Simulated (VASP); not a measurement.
Crystal: BaF2.

```xyz
3
Lattice="0.0000 3.0972 3.0972 3.0972 0.0000 3.0972 3.0972 3.0972 0.0000" Properties=species:S:1:pos:R:3 pbc="T T T"
Ba    0.0000    0.0000    0.0000
F     4.6457    4.6457    4.6457
F     1.5486    1.5486    1.5486
```

Base run:

| Item | Value |
| --- | --- |
| Program | VASP 6.6.1 |
| Functional | r2SCAN |
| Potentials or basis | VASP PAW PBE potentials, release 64 (Ba_sv, F) |
| Cutoff | 660 eV |
| k mesh | 8 × 8 × 8 |
| Occupations | gaussian, width 0.01 eV |
| Spin | no spin polarisation |

Its results: band gap on the k mesh 7.34 eV (least direct gap 7.43 eV); pressure 0.9 GPa.

Question: The run is repeated on the same cell with these changes: functional from r2SCAN to PBE; cutoff from 660 eV to 600 eV; k mesh from 8 × 8 × 8 to 4 × 4 × 4. What comes out?

Answer: Band gap on the k mesh 6.78 eV (least direct gap 6.86 eV); pressure 2.5 GPa.

Several settings changed at once.

Caveats: some runs use coarse meshes; spin-orbit coupling is left out, which moves the levels of the heavy elements; the PAW data sets were made with another functional, which shifts forces and pressure a little (at least some runs).

A k mesh can miss the band edges.
